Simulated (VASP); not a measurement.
A run of VASP 6.6.1:

The input INCAR:

```
SYSTEM = MgI2
  PREC = Accurate
  ENCUT = 520
  EDIFF = 1E-7
  ISMEAR = 0
  SIGMA = 0.01
  LREAL = .FALSE.
  LASPH = .TRUE.
  NELM = 60
  ALGO = Normal
  ISIF = 2
  LWAVE = .FALSE.
  LCHARG = .FALSE.
  GGA = PE
  NBANDS = 15
```

The input KPOINTS:

```
regular mesh
0
G
  4 4 4
  0 0 0
```

POSCAR

```
MgI2
1.0
    2.0274773920      1.1705646181      7.2554234070
   -2.0274773920      1.1705646181      7.2554234070
    0.0000000000     -2.3411292361      7.2554234070
Mg I
1 2
Direct
   -0.0000100377     -0.0000100377     -0.0000100377
    0.4179194846      0.4179194846      0.4179194846
    0.2487572197      0.2487572197      0.2487572197
```

Potentials or basis: VASP PAW PBE potentials, release 64 (Mg, I).

The run is started by

```bash
$ cat potpaw_PBE.64/Mg/POTCAR potpaw_PBE.64/I/POTCAR > POTCAR
$ mpirun -np 1 vasp_std > vasp.out
```

Hardware: 1 thread of Oxide Virtual Turin-like Processor, on a shared host.

Problem. How long does it take, and how much memory?

Solution. Run time: 2.4 min on 1 thread of Oxide Virtual Turin-like Processor, on a shared host, peak memory 0.41 GiB. Counts: scf iterations 16, k points 13.
